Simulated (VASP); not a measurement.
Wanted: the native input for a VASP 6.6.1 run.

```
Task                   : electric field gradients
Functional             : LDA
Potentials or basis    : VASP PAW LDA potentials, release 64 (Ti_sv, Ag)
Cutoff                 : 520 eV
k mesh                 : 9 × 9 × 9
Occupations            : fermi-dirac, width 0.08 eV
Spin                   : no spin polarisation
Dipole correction      : no
Further INCAR settings : ALGO = Normal; EDIFF = 1e-08; NBANDS = 32
```

The structure of Ti3Ag lies in POSCAR:

```
Ti3Ag
1.0
    4.2147292849      0.0000000000      0.0000000000
    0.0000000000      4.2147292849      0.0000000000
    0.0000000000      0.0000000000      3.9761597028
Ti Ag
3 1
Direct
    0.0000000000      0.5000000000      0.5000000000
    0.5000000000      0.0000000000      0.5000000000
    0.5000000000      0.5000000000      0.0000000000
    0.0000000000      0.0000000000      0.0000000000
```

The input as run:

INCAR

```
PREC     = Accurate       # precision mode
ENCUT    = 520            # plane-wave cutoff, eV
EDIFF    = 1E-8           # SCF threshold, eV
ISMEAR   = -1             # smearing method
SIGMA    = 0.08           # smearing width, eV
LREAL    = False          # projectors in reciprocal space
LASPH    = True           # aspherical terms in the spheres
NELM     = 100            # most SCF steps
ALGO     = Normal         # electronic algorithm
ISIF     = 2              # what is computed and relaxed
LWAVE    = False          # write WAVECAR
LCHARG   = False          # write CHGCAR
LEFG     = True         
NBANDS   = 32             # bands
```

KPOINTS

```
Automatic mesh
0
Gamma
  9 9 9
```

Potentials or basis: VASP PAW LDA potentials, release 64 (Ti_sv, Ag).

Run with:

```sh
$ cat potpaw_LDA.64/Ti_sv/POTCAR potpaw_LDA.64/Ag/POTCAR > POTCAR
$ mpirun -np 1 vasp_std > vasp.out
```

Results of the run:

```json
{
  "Pressure": "-11.5 GPa",
  "Band gap on the k mesh": "zero (an odd number of electrons rules out a gap without spin polarisation)",
  "Largest electric field gradient by atom": "Ti +0.9, -9.8 (each value once); Ag +2.2 V/Å²"
}
```

Caveat: the cell stands under tension; without QUAD_EFG the Cq values of the log hold for a quadrupole moment of 1 mb, not for the nuclei.

Run time: 2.5 min on 1 thread of Intel(R) Xeon(R) Platinum 8259CL CPU @ 2.50GHz (Skylake/Cascade Lake), with other jobs on the host, peak memory 0.26 GiB.
